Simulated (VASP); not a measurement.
Runs of VASP 6.6.1 on Bi. The structure is that of space group I4/mmm (No. 139), or close to it. The cells are those of the table. 

```csv
cell,further INCAR settings,gap on the mesh (eV),pressure (GPa)
"a = 3.500 Å, angles 113.7, 113.7, 101.2°, 1 atom",ALGO = Fast; EDIFF = 1e-07; NBANDS = 14,none,-3.6
"a = 3.457 Å, angles 107.5, 107.5, 113.5°, 1 atom",ALGO = Fast; EDIFF = 1e-06; NBANDS = 14,none,-2.6
"a = 3.486 Å, angles 111.6, 111.6, 105.4°, 1 atom",ALGO = Fast; EDIFF = 1e-07; NBANDS = 14,none,(b)
"a = 3.653 Å, angles 123.4, 123.4, 84.2°, 1 atom",ALGO = Fast; EDIFF = 1e-06; NBANDS = 14,none,(a)
"a = 3.523 Å, angles 116.0, 116.0, 97.0°, 1 atom",ALGO = Fast; EDIFF = 1e-06; NBANDS = 14,none,-3.5
```

Alike in all rows: task single point; level PBE+D3(BJ); potentials or basis VASP PAW PBE potentials, release 64 (Bi_d); no spin polarisation; k mesh 18 × 18 × 18; cutoff (eV) 520; smearing gaussian 0.15 eV.

Question: Fill in the values left out.

Answer: (a) -3.4; (b) -3.7.

Caveats: spin-orbit coupling is left out, which moves the levels of the heavy elements; the cell stands under tension (at least some runs).

A k mesh can miss the band edges, and the runs leave out spin-orbit coupling on Bi.

A gap of «none» marks levels without a gap at the run's occupations.
